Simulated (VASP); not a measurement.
The system is BaNaF.

```
Na Ba F
1.0
     4.49422    0.00000    0.00000
    -2.24711    3.89211    0.00000
     0.00000    0.00000    7.89207
Na Ba F
2 2 2
Direct
  0.33333 0.66667 0.75000
  0.66667 0.33333 0.25000
  0.00000 0.00000 0.50000
  0.00000 0.00000 0.00000
  0.33333 0.66667 0.25000
  0.66667 0.33333 0.75000
```

The cell was built from a structure type or drawn by symmetry, and may not be a known phase.

| Quantity | Value |
| --- | --- |
| Program | VASP 6.6.1 |
| Task | relaxation of cell and atoms |
| Functional | PBE |
| Potentials or basis | VASP PAW PBE potentials, release 64 (Na_pv, Ba_sv, F) |
| Cutoff | 600 eV |
| k mesh | 6 × 6 × 2 |
| Occupations | gaussian, width 0.1 eV |
| Spin | no spin polarisation |

At the start: pressure 5.2 GPa; volume 23.01 Å³/atom.

Q: Where does the relaxation end?

A: Over 13 steps the energy falls by 244.0 meV/atom and the volume is 27.22 Å³/atom (+18.3 %); space group P6_3/mmc (No. 194, to 0.1 Å) before and after.

The path:
| step | energy change (eV) | largest force (eV/Å) | pressure (GPa) | volume (Å³) |
| --- | --- | --- | --- | --- |
| 1 | 0.0000 | 0.0000 | 5.20 | 138.05 |
| 2 | -0.4544 | 0.0000 | 2.56 | 153.45 |
| 3 | -0.7514 | 0.0000 | -0.50 | 182.27 |
| 4 | -0.7521 | 0.0000 | -0.72 | 184.80 |
| 5 | -0.8969 | 0.0000 | -0.85 | 184.53 |
| 6 | -1.2854 | 0.0000 | -1.49 | 181.82 |
| 7 | -0.5705 | 0.0000 | -3.36 | 168.84 |
| 8 | -1.3430 | 0.0000 | -1.73 | 180.59 |
| 9 | -1.3609 | 0.0000 | -1.88 | 179.67 |
| 10 | -1.4550 | 0.0000 | -0.02 | 161.88 |
| 11 | -1.4574 | 0.0000 | -0.26 | 163.98 |
| 12 | -1.4573 | 0.0000 | -0.31 | 164.29 |
| 13 | -1.4637 | 0.0000 | -0.02 | 163.33 |

Final structure:
```xyz
6
Lattice="4.1876 0.0000 0.0000 -2.0938 3.6266 0.0000 0.0000 0.0000 10.7546" Properties=species:S:1:pos:R:3 pbc="T T T"
Na    0.0000    2.4177    8.0660
Na    2.0938    1.2089    2.6887
Ba    4.1876    0.0000    5.3773
Ba    4.1876    0.0000   10.7546
F     0.0000    2.4177    2.6887
F     2.0938    1.2089    8.0660
```

Caveat: the k points lie up to 0.29 Å⁻¹ apart in the final cell, too coarse for converged energies and pressures of a metal; the volume moved by over 15 % at a fixed basis, so the end points are rough.
